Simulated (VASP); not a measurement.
Crystal: Hf2Mo.

```
CELL_PARAMETERS angstrom
4.34169 0.00000 0.00000
-2.17085 3.76001 0.00000
0.00000 0.00000 3.05379
ATOMIC_POSITIONS crystal
Hf 0.33333 0.66667 0.50000
Hf 0.66667 0.33333 0.50000
Mo 0.00000 0.00000 0.00000
```

```yaml
Program: VASP 6.6.1
Task: relaxation of cell and atoms
Functional: PBE
Potentials_or_basis: VASP PAW PBE potentials, release 64 (Hf_pv, Mo_sv)
Cutoff: 600 eV
k_mesh: 6 × 6 × 6
Occupations: gaussian, width 0.1 eV
Spin: no spin polarisation
```

At the start: pressure 29.5 GPa; volume 16.62 Å³/atom.

Task: How do energy, volume and symmetry change on relaxing?

Result: Over 8 steps the energy falls by 484.3 meV/atom and the volume is 19.36 Å³/atom (+16.5 %); space group P6/mmm (No. 191, to 0.05 Å).

The path:
```csv
step,energy change (eV),largest force (eV/Å),pressure (GPa),volume (Å³)
1,0.0000,0.0000,29.46,49.85
2,-0.0733,0.0000,-21.35,74.68
3,-1.1177,0.0000,-5.97,61.03
4,-1.4175,0.0000,-1.51,58.99
5,-1.4389,0.0000,-2.88,59.44
6,-1.4389,0.0000,-3.02,59.48
7,-1.4406,0.0000,3.16,56.82
8,-1.4529,0.0000,0.05,58.09
```

Final structure:
```
Hf Mo
1.0
     4.86264    0.00000    0.00000
    -2.43132    4.21117    0.00000
     0.00000    0.00000    2.83681
Hf Mo
2 1
Direct
  0.33333 0.66667 0.50000
  0.66667 0.33333 0.50000
  0.00000 0.00000 0.00000
```

Caveat: the volume moved by over 15 % at a fixed basis, so the end points are rough.
